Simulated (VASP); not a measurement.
A run of VASP 6.6.1:

Contents of POSCAR:

```
Rh
1.0
    0.0000000000      1.8722002341      1.8722002341
    1.8722002341      0.0000000000      1.8722002341
    1.8722002341      1.8722002341      0.0000000000
Rh
1
Direct
    0.0000000000      0.0000000000      0.0000000000
```

Contents of INCAR.step1:

```
SYSTEM = Rh
PREC = Accurate
ENCUT = 520
EDIFF = 1E-5
ISMEAR = -1
SIGMA = 0.05
LREAL = .False.
LASPH = .True.
NELM = 60
ALGO = Normal
ISIF = 2
LWAVE = .True.
LCHARG = .False.
NBANDS = 14
GGA = PE
```

Contents of INCAR.step2:

```
SYSTEM = Rh
PREC = Accurate
ENCUT = 520
EDIFF = 1E-6
ISMEAR = -1
SIGMA = 0.05
LREAL = .False.
LASPH = .True.
NELM = 60
ALGO = Normal
ISIF = 2
LWAVE = .False.
LCHARG = .False.
GGA = PS
LHFCALC = .True.
AEXX = 0.25
HFSCREEN = 0.207
PRECFOCK = Normal
NBANDS = 14
ISTART = 1
```

File KPOINTS:

```
regular mesh
0
Gamma
  6 6 6
  0 0 0
```

Potentials or basis: VASP PAW PBE potentials, release 64 (Rh_pv).

Command:

```console
$ cat potpaw_PBE.64/Rh_pv/POTCAR > POTCAR
$ cp INCAR.step1 INCAR
$ mpirun -np 1 vasp_std > vasp.out
$ cp INCAR.step2 INCAR
$ mpirun -np 1 vasp_std > vasp.out
```

Hardware: 1 thread of AMD EPYC 7R43 64-Core Processor (Zen 3), on a shared host.

Question: How long does it take, and how much memory?

Answer: Wall time 25 min on 1 thread of AMD EPYC 7R43 64-Core Processor (Zen 3) (shared host), peak memory 0.2 GiB. Counts: k points 16.
